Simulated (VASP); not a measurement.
Wanted: the native input for a VASP 6.6.1 run.

| Item | Value |
| --- | --- |
| Task | single point |
| Functional | LDA |
| Potentials or basis | VASP PAW LDA potentials, release 64 (F) |
| Cutoff | 520 eV |
| k mesh | 11 × 11 × 5 |
| Occupations | fermi-dirac, width 0.05 eV |
| Spin | no spin polarisation |
| Dipole correction | no |
| Further INCAR settings | ALGO = Normal; EDIFF = 1e-06; NBANDS = 22 |

The structure of F lies in POSCAR:

```
F
1.0
    2.4414523465     -1.5249664297      0.2507085751
    2.4414523465      1.5249664297      0.2507085751
   -0.7137475448      0.0000000000      6.0754354721
F
4
Direct
    0.8967117595      0.6044793703      0.1022110163
    0.3955206297      0.1032882405      0.3977889837
    0.1032882405      0.3955206297      0.8977889837
    0.6044793703      0.8967117595      0.6022110163
```

One way to write it, as run:

INCAR

```
PREC = Accurate
ENCUT = 520
EDIFF = 1E-6
ISMEAR = -1
SIGMA = 0.05
LREAL = F
LASPH = T
NELM = 60
ALGO = Normal
ISIF = 2
LWAVE = F
LCHARG = F
NBANDS = 22
```

KPOINTS

```
regular mesh
0
Gamma
  11 11 5
```

Potentials or basis: VASP PAW LDA potentials, release 64 (F).

The run is started by

```sh
$ cat potpaw_LDA.64/F/POTCAR > POTCAR
$ mpirun -np 1 vasp_std > vasp.out
```

Results of the run:

```yaml
Pressure: 1.1 GPa
Largest_force: 0.575 eV/Å
Band_gap_on_the_k_mesh: 2.55 eV, direct
```

Wall time 60 s on 1 thread of AMD EPYC 9R45 96-Core Processor (Zen 5) (shared host), peak memory 0.19 GiB.
